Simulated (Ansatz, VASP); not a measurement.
**One calculation of Re, two programs**

```
CELL_PARAMETERS angstrom
2.75871 0.00000 0.00000
-1.37935 2.38911 0.00000
0.00000 0.00000 8.89331
ATOMIC_POSITIONS crystal
Re 0.00000 0.00000 0.00000
Re 0.33333 0.66667 0.25000
Re 0.00000 0.00000 0.50000
Re 0.66667 0.33333 0.75000
```

Alike in both runs: functional PBE; dispersion D3(BJ); k mesh 18 × 18 × 6; occupations gaussian, width 0.1 eV; no spin polarisation.

Ansatz relaxed the structure, and its values are those at the end. VASP's run is a single point on that final structure, the one shown.

|  | VASP | Ansatz |
| --- | --- | --- |
| version | VASP 6.6.1 | Ansatz 0.2.0 |
| potentials or method | VASP PAW PBE potentials, release 64 (Re), cutoff 520 eV | scalar-relativistic, plane waves, PAW |
| valence electrons in the cell | 28 | 60 |

```csv
,VASP,Ansatz,Ansatz less VASP
gap on the k mesh at the Fermi level (eV),none,none,-
pressure (GPa),-0.4,0.0,+0.38
```

A gap of «none» marks a metal or a gap that the smearing closes. VASP's potentials hold 28 valence electrons a cell and Ansatz's 60, so a difference there can come from the potentials and not from the codes.

Neither program's run includes spin-orbit coupling.
